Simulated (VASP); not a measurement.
The system is LaTe.

```
La Te
1.0
     0.00000    3.21800    3.21800
     3.21800    0.00000    3.21800
     3.21800    3.21800    0.00000
La Te
1 1
Direct
  0.00000 0.00000 0.00000
  0.50000 0.50000 0.50000
```

Base run:

- Program: VASP 6.6.1
- Functional: PBEsol
- Potentials or basis: VASP PAW PBE potentials, release 64 (La, Te)
- Cutoff: 500 eV
- k mesh: 5 × 5 × 5
- Occupations: fermi-dirac, width 0.3 eV
- Spin: no spin polarisation

Its results: pressure -0.5 GPa.

Task: The run is repeated on the same cell with these changes: occupations from fermi-dirac, width 0.3 eV to fermi-dirac, width 0.2 eV. What comes out?

Result: Pressure -1.0 GPa.

Caveats: the PAW data sets were made with another functional, which shifts forces and pressure a little.
